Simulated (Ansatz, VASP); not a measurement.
## TiSi2 in VASP and in Ansatz

Contents of INCAR:

```
SYSTEM = TiSi2
PREC = Accurate ; ENCUT = 520
EDIFF = 1E-8 ; ISMEAR = -1
SIGMA = 0.08 ; LREAL = .FALSE.
LASPH = .TRUE. ; NELM = 80
ALGO = Normal ; ISIF = 2
LWAVE = .FALSE. ; LCHARG = .FALSE.
GGA = PE ; LEFG = .TRUE.
NBANDS = 29
```

File KPOINTS:

```
regular mesh
0
G
  8 8 8
  0 0 0
```

The input POSCAR:

```
TiSi2
1.0
    0.0000000000      4.0339355957      4.1745062023
    2.3377822484      0.0000000000      4.1745062023
    2.3377822484      4.0339355957      0.0000000000
Ti Si
2 4
Direct
    0.7500000000      0.7500000000      0.7500000000
    0.5000000000      0.5000000000      0.5000000000
    0.0830000000      0.4170000000      0.0830000000
    0.4170000000      0.0830000000      0.4170000000
    0.1670000000      0.8330000000      0.1670000000
    0.8330000000      0.1670000000      0.8330000000
```

Input for Ansatz:

```yaml
crystal:
  lattice:
    - [0.0, 4.0339355957, 4.1745062023]
    - [2.3377822484, 0.0, 4.1745062023]
    - [2.3377822484, 4.0339355957, 0.0]
  atoms:
    - { symbol: Ti, position: [0.75, 0.75, 0.75] }
    - { symbol: Ti, position: [0.5, 0.5, 0.5] }
    - { symbol: Si, position: [0.083, 0.417, 0.083] }
    - { symbol: Si, position: [0.417, 0.083, 0.417] }
    - { symbol: Si, position: [0.167, 0.833, 0.167] }
    - { symbol: Si, position: [0.833, 0.167, 0.833] }
kpoints:
  mp_grid: { grid: [8, 8, 8] }
scf:
  occupations: { method: fermi_dirac, width: 0.08 }
hamiltonian:
  xc: pbe
  pseudopotentials: { kind: all_electron, datasets: crystal }
output:
  forces: true
  stress: true
  eigenvalues: true
  efg: { contact_densities: true }
```

Change from the starting cell: volume scaled by 0.94, crystal datasets.

Alike in both runs: task electric field gradients; functional PBE; k mesh 8 × 8 × 8; occupations fermi-dirac, width 0.08 eV; no spin polarisation.

|  | VASP | Ansatz |
| --- | --- | --- |
| version | VASP 6.6.1 | Ansatz 0.2.0 |
| potentials or method | VASP PAW PBE potentials, release 64 (Ti_sv, Si), cutoff 520 eV | all-electron PAW with datasets made for the crystal, scalar-relativistic |

|  | VASP | Ansatz | Ansatz less VASP |
| --- | --- | --- | --- |
| pressure (GPa) | 13.0 | 13.1 | +0.07 |
| traceless stress, the component that is largest in VASP (GPa) | -2.02 | -2.04 | -0.015 |
| rms of the force components (eV/Å) | 0.104 | 0.104 | -0.0003 |
| size of Vzz on the site where it differs most (V/Å²) | 35.3 | 34.3 | -0.94 |

Atom by atom the forces differ by 0.000 eV/Å (rms over components). Ansatz ran all-electron here, and VASP with PAW potentials.
